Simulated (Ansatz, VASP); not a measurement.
**Two plane-wave programs on SiBr7**

INCAR

```
SYSTEM = SiBr7
PREC = Accurate
ENCUT = 520
EDIFF = 1E-6
ISMEAR = 0
SIGMA = 0.1
LREAL = .FALSE.
LASPH = .TRUE.
NELM = 60
ALGO = Normal
ISIF = 2
LWAVE = .FALSE.
LCHARG = .TRUE.
GGA = PE
LELF = .TRUE.
LVHAR = .TRUE.
NBANDS = 36
```

Contents of KPOINTS:

```
Automatic mesh
0
G
  3 3 3
  0 0 0
```

Contents of POSCAR:

```
SiBr7
1.0
    3.8004879300      2.1942127300      5.1067296400
   -3.8004879300      2.1942127300      5.1067296400
    0.0000000000     -4.3884254500      5.1067296400
Si Br
1 7
Direct
    0.0000000000      0.0000000000      0.0000000000
    0.7738103100      0.2261896900      0.5000000000
    0.5000000000      0.7738103100      0.2261896900
    0.2261896900      0.5000000000      0.7738103100
    0.2261896900      0.7738103100      0.5000000000
    0.5000000000      0.2261896900      0.7738103100
    0.7738103100      0.5000000000      0.2261896900
    0.5000000000      0.5000000000      0.5000000000
```

Input for Ansatz:

```yaml
crystal:
  lattice:
    - [3.80048793, 2.19421273, 5.10672964]
    - [-3.80048793, 2.19421273, 5.10672964]
    - [0.0, -4.38842545, 5.10672964]
  atoms:
    - { symbol: Si, position: [0.0, 0.0, 0.0] }
    - { symbol: Br, position: [0.77381031, 0.22618969, 0.5] }
    - { symbol: Br, position: [0.5, 0.77381031, 0.22618969] }
    - { symbol: Br, position: [0.22618969, 0.5, 0.77381031] }
    - { symbol: Br, position: [0.22618969, 0.77381031, 0.5] }
    - { symbol: Br, position: [0.5, 0.22618969, 0.77381031] }
    - { symbol: Br, position: [0.77381031, 0.5, 0.22618969] }
    - { symbol: Br, position: [0.5, 0.5, 0.5] }
basis:
  ecutwfc: 420
kpoints:
  mp_grid: { grid: [3, 3, 3] }
hamiltonian:
  xc: pbe
scf:
  occupations: { method: gaussian, width: 0.1 }
  lower_state_search: "off"
output:
  forces: true
  stress: true
  eigenvalues: true
```

Alike in both runs: task single point; functional PBE; k mesh 3 × 3 × 3; occupations gaussian, width 0.1 eV; no spin polarisation.

|  | VASP | Ansatz |
| --- | --- | --- |
| version | VASP 6.6.1 | Ansatz 0.2.0 |
| potentials or method | VASP PAW PBE potentials, release 64 (Si, Br), cutoff 520 eV | scalar-relativistic, plane waves, PAW |
| valence electrons in the cell | 53 | 53 |

```tsv
	VASP	Ansatz	Ansatz less VASP
gap on the k mesh at the Fermi level (eV)	none	none	-
rms of the force components (eV/Å)	11.134	11.058	-0.0763
```

Atom by atom the forces differ by 0.076 eV/Å (rms over components). A gap of «none» marks a metal or a gap that the smearing closes. The functional is the same, so the differences come from potentials, cutoffs and numerics.
